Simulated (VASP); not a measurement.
# Cs7CdSn8I24 (a cell with a defect) in VASP: a series of runs

Cs7CdSn8I24 (a cell with a defect) is run at these levels: PBEsol; tasks: single point.

Everything below comes from runs of VASP 6.6.1. Logs are shortened: lines on timing, memory, paths and dates and some standing lists are left out, and cuts for length are marked.

### 1 The cell of the first run

The cell holds a defect, 40 atoms: a = 12.314 Å, b = 12.314 Å, c = 12.314 Å, α = 90.00°, β = 90.00°, γ = 90.00°.

### 2 Single point, PBEsol

Contents of INCAR:

```
ALGO = Normal
EDIFF = 1E-7
ENCUT = 520
GGA = PS
ISIF = 2
ISMEAR = -1
ISYM = 0
LASPH = True
LCHARG = True
LELF = True
LREAL = Auto
LVHAR = True
LWAVE = False
NBANDS = 204
NELECT = 354.0
NELM = 60
PREC = Accurate
SIGMA = 0.05
```

Contents of KPOINTS:

```
Automatic mesh
0
Gamma
  1 1 1
  0.25 0.25 0.25
```

Contents of POSCAR:

```
Cs7CdSn8I24
1.0
   12.3144620000      0.0000000000      0.0000000000
    0.0000000000     12.3144620000      0.0000000000
    0.0000000000      0.0000000000     12.3144620000
Cs Cd Sn I
7 1 8 24
Direct
    0.9876240000      0.9943130000      0.9988380000
    0.9751100000      0.9727270000      0.4976330000
    0.9776970000      0.5205940000      0.0000350000
    0.9816150000      0.5197990000      0.4982380000
    0.5137260000      0.9822460000      0.9994190000
    0.5246040000      0.9754380000      0.5012150000
    0.5303360000      0.5306160000      0.9996840000
    0.3681210000      0.3671970000      0.5002570000
    0.2471220000      0.2462030000      0.2417710000
    0.2456800000      0.2463710000      0.7592040000
    0.2579890000      0.7563400000      0.2540060000
    0.2571980000      0.7545160000      0.7506510000
    0.7549890000      0.2573410000      0.2526430000
    0.7553840000      0.2575180000      0.7487050000
    0.7550780000      0.7545340000      0.2502380000
    0.7546810000      0.7546840000      0.7487730000
    0.3011520000      0.2944250000      0.0015220000
    0.1980830000      0.2043890000      0.5032980000
    0.2520080000      0.7004390000      0.9986360000
    0.2524690000      0.8066240000      0.4984210000
    0.7015770000      0.2491360000      0.9996390000
    0.8070680000      0.2535870000      0.4994380000
    0.7595460000      0.7630310000      0.9993610000
    0.7534320000      0.7495840000      0.4994970000
    0.9995350000      0.2628340000      0.2005990000
    0.9991540000      0.2586160000      0.8030230000
    0.0063260000      0.7465810000      0.2522160000
    0.0061240000      0.7540420000      0.7477100000
    0.4938930000      0.2553000000      0.3252400000
    0.4940640000      0.2639750000      0.6737300000
    0.5054170000      0.7649970000      0.2401800000
    0.5053230000      0.7602790000      0.7582100000
    0.2510450000      0.9996950000      0.1985800000
    0.2566980000      0.9998410000      0.8007250000
    0.2696360000      0.4948010000      0.3255400000
    0.2628800000      0.4952580000      0.6768250000
    0.7562680000      0.0060020000      0.2538980000
    0.7535320000      0.0063500000      0.7449270000
    0.7543500000      0.5055170000      0.2389160000
    0.7594980000      0.5054250000      0.7594430000
```

Potentials or basis: VASP PAW PBE potentials, release 64 (Cs_sv, Cd, Sn_d, I).

On the command line:

```bash
$ cat potpaw_PBE.64/Cs_sv/POTCAR potpaw_PBE.64/Cd/POTCAR potpaw_PBE.64/Sn_d/POTCAR potpaw_PBE.64/I/POTCAR > POTCAR
$ mpirun -np 1 vasp_std > vasp.out
```

OUTCAR:

```text
EDIFF = 1E-7
   ENCUT = 520
   GGA = PS
   ISIF = 2
   ISMEAR = -1
   ISYM = 0
   LASPH = True
   LREAL = Auto
   NELECT = 354.0
   NELM = 60
   PREC = Accurate

 ion  position               nearest neighbor table
   1  0.988  0.994  0.999-
   2  0.975  0.973  0.498-
   3  0.978  0.521  0.000-
   4  0.982  0.520  0.498-
   5  0.514  0.982  0.999-
   6  0.525  0.975  0.501-
   7  0.530  0.531  1.000-
   8  0.368  0.367  0.500-  18 2.90  35 2.93  30 2.93  36 2.98  29 2.99
   9  0.247  0.246  0.242-  33 3.08  17 3.09  25 3.10  29 3.21  35 3.24  18 3.32
  10  0.246  0.246  0.759-  34 3.08  26 3.09  17 3.12  36 3.24  30 3.24  18 3.25
  11  0.258  0.756  0.254-  31 3.05  20 3.07  33 3.07  27 3.10  19 3.22  35 3.34
  12  0.257  0.755  0.751-  32 3.06  34 3.08  28 3.09  19 3.13  20 3.17  36 3.32
  13  0.755  0.257  0.253-  39 3.06  25 3.08  37 3.10  22 3.11  21 3.19  29 3.34
  14  0.755  0.258  0.749-  40 3.06  26 3.08  38 3.09  22 3.14  21 3.16  30 3.35
  15  0.755  0.755  0.250-  39 3.07  24 3.07  31 3.08  23 3.09  27 3.10  37 3.10
  16  0.755  0.755  0.749-  24 3.07  40 3.07  32 3.07  23 3.09  28 3.10  38 3.10
  17  0.301  0.294  0.002-   9 3.09  10 3.12
  18  0.198  0.204  0.503-   8 2.90  10 3.25   9 3.32
  19  0.252  0.700  0.999-  12 3.13  11 3.22
  20  0.252  0.807  0.498-  11 3.07  12 3.17
  21  0.702  0.249  1.000-  14 3.16  13 3.19
  22  0.807  0.254  0.499-  13 3.11  14 3.14
  23  0.760  0.763  0.999-  16 3.09  15 3.09
  24  0.753  0.750  0.499-  15 3.07  16 3.07
  25  1.000  0.263  0.201-  13 3.08   9 3.10
  26  0.999  0.259  0.803-  14 3.08  10 3.09
  27  0.006  0.747  0.252-  15 3.10  11 3.10
  28  0.006  0.754  0.748-  12 3.09  16 3.10
  29  0.494  0.255  0.325-   8 2.99   9 3.21  13 3.34
  30  0.494  0.264  0.674-   8 2.93  10 3.24  14 3.35
  31  0.505  0.765  0.240-  11 3.05  15 3.08
  32  0.505  0.760  0.758-  12 3.06  16 3.07
  33  0.251  1.000  0.199-  11 3.07   9 3.08
  34  0.257  1.000  0.801-  10 3.08  12 3.08
  35  0.270  0.495  0.326-   8 2.93   9 3.24  11 3.34
  36  0.263  0.495  0.677-   8 2.98  10 3.24  12 3.32
  37  0.756  0.006  0.254-  13 3.10  15 3.10
  38  0.754  0.006  0.745-  14 3.09  16 3.10
  39  0.754  0.506  0.239-  13 3.06  15 3.07
  40  0.759  0.505  0.759-  14 3.06  16 3.07

IMPORTANT INFORMATION: All symmetrisations will be switched off!
NOSYMM: (Re-)initialisation of all symmetry stuff for point group C_1.

----------------------------------------------------------------------------------------

                                     Primitive cell

  volume of cell :    1867.4386

  direct lattice vectors                    reciprocal lattice vectors
    12.314462000  0.000000000  0.000000000     0.081205334  0.000000000  0.000000000
     0.000000000 12.314462000  0.000000000     0.000000000  0.081205334  0.000000000
     0.000000000  0.000000000 12.314462000     0.000000000  0.000000000  0.081205334

  length of vectors
    12.314462000 12.314462000 12.314462000     0.081205334  0.081205334  0.081205334

  position of ions in fractional coordinates (direct lattice)
     0.987624000  0.994313000  0.998838000
     0.975110000  0.972727000  0.497633000
     0.977697000  0.520594000  0.000035000
     0.981615000  0.519799000  0.498238000
     0.513726000  0.982246000  0.999419000
     0.524604000  0.975438000  0.501215000
[... 32 lines left out ...]
     0.754350000  0.505517000  0.238916000
     0.759498000  0.505425000  0.759443000

  ion indices of the primitive-cell ions
   primitive index   ion index
                 1           1
                 2           2
                 3           3
                 4           4
                 5           5
                 6           6
[... 32 lines left out ...]
                39          39
                40          40

----------------------------------------------------------------------------------------

 KPOINTS: Automatic mesh

Automatic generation of k-mesh.
 Grid dimensions read from file:
 generate k-points for:    1    1    1

 Generating k-lattice:

  Cartesian coordinates                     Fractional coordinates (reciprocal lattice)
     0.081205334  0.000000000  0.000000000     1.000000000  0.000000000  0.000000000
     0.000000000  0.081205334  0.000000000     0.000000000  1.000000000  0.000000000
     0.000000000  0.000000000  0.081205334     0.000000000  0.000000000  1.000000000

  Length of vectors
     0.081205334  0.081205334  0.081205334

  Shift w.r.t. Gamma in fractional coordinates (k-lattice)
     0.250000000  0.250000000  0.250000000

 Subroutine IBZKPT returns following result:
 ===========================================

 Found      4 irreducible k-points:

 Following reciprocal coordinates:
            Coordinates               Weight
  0.250000  0.250000  0.250000      2.000000
 -0.250000  0.250000  0.250000      2.000000
 -0.250000 -0.250000  0.250000      2.000000
  0.250000 -0.250000  0.250000      2.000000
   k-points           NKPTS =      4   k-points in BZ     NKDIM =      4   number of bands    NBANDS=    204
   number of dos      NEDOS =    301   number of ions     NIONS =     40
   total plane-waves  NPLWV = 884736
   dimension x,y,z NGX =    96 NGY =   96 NGZ =   96
   dimension x,y,z NGXF=   192 NGYF=  192 NGZF=  192
   ions per type =               7   1   8  24
   NGX,Y,Z   is equivalent  to a cutoff of  12.96, 12.96, 12.96 a.u.
   NGXF,Y,Z  is equivalent  to a cutoff of  25.92, 25.92, 25.92 a.u.
 SYSTEM =  unknown system
   PREC   = accura    normal or accurate (medium, high low for compatibility)
   ISTART =      0    job   : 0-new  1-cont  2-samecut
   ICHARG =      2    charge: 1-file 2-atom 10-const
   ISPIN  =      1    spin polarized calculation?
   LNONCOLLINEAR =      F non collinear calculations
   LSORBIT =      F    spin-orbit coupling
   LASPH  =      T    aspherical Exc in radial PAW
   ENCUT  =  520.0 eV  38.22 Ry    6.18 a.u.  22.90 22.90 22.90*2*pi/ulx,y,z
   NELM   =     60;   NELMIN=  2; NELMDL= -5     # of ELM steps
   EDIFF  = 0.1E-06   stopping-criterion for ELM
   LREAL  =      T    real-space projection
   EDIFFG = 0.1E-05   stopping-criterion for IOM
   NSW    =      0    number of steps for IOM
   IBRION =     -1    ionic relax: 0-MD 1-quasi-New 2-CG
   NFREE  =      0    steps in history (QN), initial steepest desc. (CG)
   ISIF   =      2    stress and relaxation
   ISYM   =      0    0-nonsym 1-usesym 2-fastsym
   POTIM  = 0.5000    time-step for ionic-motion
   TEBEG  =    0.0;   TEEND  =   0.0 temperature during run
   PSTRESS=    0.0 pullay stress
   NELECT =     354.0000    total number of electrons
   NUPDOWN=      -1.0000    fix difference up-down
   EMIN   =  10.00;   EMAX   =-10.00  energy-range for DOS
   EFERMI =   0.00;   METHOD = LEGACY
   ISMEAR =    -1;   SIGMA  =   0.05  broadening in eV -4-tet -1-fermi 0-gaus
   EFERMI_NEDOS =   21; number of points for ismear=-14 and -15
   IALGO  =     38    algorithm
   IMIX   =      4    mixing-type and parameters
     AMIX     =   0.40;   BMIX     =  1.00
     AMIX_MAG =   1.60;   BMIX_MAG =  1.00
  volume/ion in A,a.u.               =      46.69       315.05
  Fermi-wavevector in a.u.,A,eV,Ry     =   0.940431  1.777158 12.033146  0.884411
  Thomas-Fermi vector in A             =   2.067843
   LORBIT       =      0    0 simple, 1 ext, 2 COOP (PROOUT), +10 PAW based schemes
   GGA     = PS    functional components
   LHFCALC =     F    Hartree Fock is set to
   AEXX    =    0.0000 exact exchange contribution
   IVDW    =     0    specifies the selected vdW correction
   LEPSILON=     F    determine dielectric tensor
   LRPA    =     F    only Hartree local field effects (RPA)
 non-spin polarized calculation
  energy-cutoff  :      520.00
  volume of cell :     1867.44
 maximum number of plane-waves:     50327
 NGX is ok and might be reduce to    96
   NGX = 45   NGY = 45   NGZ = 45

 number of electron     354.0000005 magnetization

 Free energy of the ion-electron system (eV)
  ---------------------------------------------------
  ext. energy  EPLUGINS =         0.00000000
  ---------------------------------------------------
  free energy    TOTEN  =      -121.15711414 eV

  energy without entropy =     -121.15711402  energy(sigma->0) =     -121.15711408

 E-fermi :   2.4907     XC(G=0):  -7.7074

 val. band max:        1.6460167344   @ k =  -0.2500   0.2500   0.2500
 cond. band min:       3.3411440383   @ k =   0.2500   0.2500   0.2500
 fundamental gap:      1.6951273039
 Fermi energy:         2.4906673147

 k-point     1 :       0.2500    0.2500    0.2500
  band No.  band energies     occupation
      1     -19.4372      2.00000
      2     -19.4351      2.00000
      3     -19.4299      2.00000
      4     -19.4278      2.00000
      5     -19.4237      2.00000
      6     -19.4216      2.00000
[... 181 lines left out ...]
    188       4.3282      0.00000
    189       4.3980      0.00000

 k-point     2 :      -0.2500    0.2500    0.2500
  band No.  band energies     occupation
      1     -19.4372      2.00000
      2     -19.4351      2.00000
      3     -19.4299      2.00000
      4     -19.4278      2.00000
      5     -19.4237      2.00000
      6     -19.4216      2.00000
[... 181 lines left out ...]
    188       4.3378      0.00000
    189       4.3895      0.00000

 k-point     3 :      -0.2500   -0.2500    0.2500
  band No.  band energies     occupation
      1     -19.4372      2.00000
      2     -19.4351      2.00000
      3     -19.4299      2.00000
      4     -19.4278      2.00000
      5     -19.4237      2.00000
      6     -19.4216      2.00000
[... 181 lines left out ...]
    188       4.3282      0.00000
    189       4.3993      0.00000

 k-point     4 :       0.2500   -0.2500    0.2500
  band No.  band energies     occupation
      1     -19.4372      2.00000
      2     -19.4351      2.00000
      3     -19.4299      2.00000
      4     -19.4278      2.00000
      5     -19.4237      2.00000
      6     -19.4216      2.00000
[... 181 lines left out ...]
    188       4.3381      0.00000
    189       4.3924      0.00000
 [bands above 189 left out]

------------------------ aborting loop because EDIFF is reached ----------------------------------------

  FORCE on cell =-STRESS in cart. coord.  units (eV):
  Direction    XX          YY          ZZ          XY          YZ          ZX
  --------------------------------------------------------------------------------------
  -------------------------------------------------------------------------------------
  Total      -11.9361816    -11.8919077    -16.3638903      0.8477385      0.0164009      0.1608439
  in kB      -10.2407007    -10.2027156    -14.0394733      0.7273211      0.0140712      0.1379967
  external PRESSURE =     -11.4942965 kB  Pullay stress =       0.0000000 kB

 VOLUME and BASIS-vectors are now :
 -----------------------------------------------------------------------------
  energy-cutoff  :      520.00
  volume of cell :     1867.44
      direct lattice vectors                 reciprocal lattice vectors
    12.314462000  0.000000000  0.000000000     0.081205334  0.000000000  0.000000000
     0.000000000 12.314462000  0.000000000     0.000000000  0.081205334  0.000000000
     0.000000000  0.000000000 12.314462000     0.000000000  0.000000000  0.081205334

 POSITION                                       TOTAL-FORCE (eV/Angst)
 -----------------------------------------------------------------------------------
     12.16206     12.24443     12.30015        -0.002442      0.002911      0.003328
     12.00796     11.97861      6.12808         0.000066      0.005754      0.002979
     12.03981      6.41084      0.00043         0.004696     -0.000361      0.000250
     12.08806      6.40105      6.13553        -0.002451      0.003874      0.003686
      6.32626     12.09583     12.30731         0.007862     -0.001703      0.001927
      6.46022     12.01199      6.17219        -0.003380      0.004721      0.000367
[... 32 lines left out ...]
      9.28941      6.22517      2.94212         0.004310     -0.002315      0.011815
      9.35281      6.22404      9.35213        -0.002177      0.010097     -0.000975
 -----------------------------------------------------------------------------------
    total drift:                               -0.005127      0.004032     -0.010282

  FREE ENERGIE OF THE ION-ELECTRON SYSTEM (eV)
  ---------------------------------------------------
  free  energy   TOTEN  =      -121.1571141449 eV

  energy  without entropy=     -121.1571140220  energy(sigma->0) =     -121.15711408
```

It took 61 min on 1 thread of Intel Xeon Platinum 8259CL at 2.50GHz (Skylake/Cascade Lake), shared host; peak memory 2.1 GiB.

Results:

```
Free energy   : -121.1571 eV
Largest force : 0.035 eV/Å
```

Forces in eV/Å, atoms in the order of the input:
```
Cs  -0.002  0.003  0.003
Cs   0.000  0.006  0.003
Cs   0.005  0.000  0.000
Cs  -0.002  0.004  0.004
Cs   0.008 -0.002  0.002
Cs  -0.003  0.005  0.000
Cs  -0.005 -0.005 -0.004
Cd   0.012  0.002 -0.001
Sn  -0.001  0.010 -0.002
Sn   0.018  0.029 -0.006
Sn  -0.023  0.001 -0.008
Sn   0.007 -0.018 -0.022
Sn   0.007 -0.004 -0.003
Sn   0.006  0.011 -0.015
Sn  -0.002  0.002  0.018
Sn   0.004 -0.001 -0.016
I   -0.007 -0.002  0.022
I    0.006  0.005 -0.032
I   -0.001  0.005 -0.001
I    0.000 -0.002  0.026
I    0.003  0.002 -0.010
I   -0.003 -0.004  0.023
I   -0.001 -0.001  0.005
I   -0.007 -0.002 -0.004
I    0.002 -0.019 -0.009
I    0.008 -0.011  0.005
I    0.008  0.003 -0.005
I    0.001 -0.018  0.001
I   -0.001  0.003  0.004
I    0.013 -0.024  0.011
I    0.006 -0.007  0.004
I    0.008  0.004  0.000
I   -0.009 -0.006 -0.004
I   -0.014  0.007  0.004
I   -0.008  0.003  0.001
I   -0.018 -0.003  0.003
I   -0.003  0.013 -0.008
I   -0.014  0.005  0.003
I    0.004 -0.002  0.012
I   -0.002  0.010 -0.001
```

Levels at points of the mesh, in eV from the Fermi level:
```tsv
k point	band 175	band 176	band 177	band 178	band 179	band 180
(0.25, 0.25, 0.25)	-1.17	-1.15	-0.88	0.85	1.21	1.29
```

Caveat: the cell carries a net charge on a neutralising background, which shifts energy and pressure; the cell is charged against a uniform background, so pressure and absolute levels hang on convention; the PAW data sets were made with another functional, which shifts forces and pressure a little; spin-orbit coupling is left out, which moves the levels of the heavy elements.

[end of part 1 of 2]
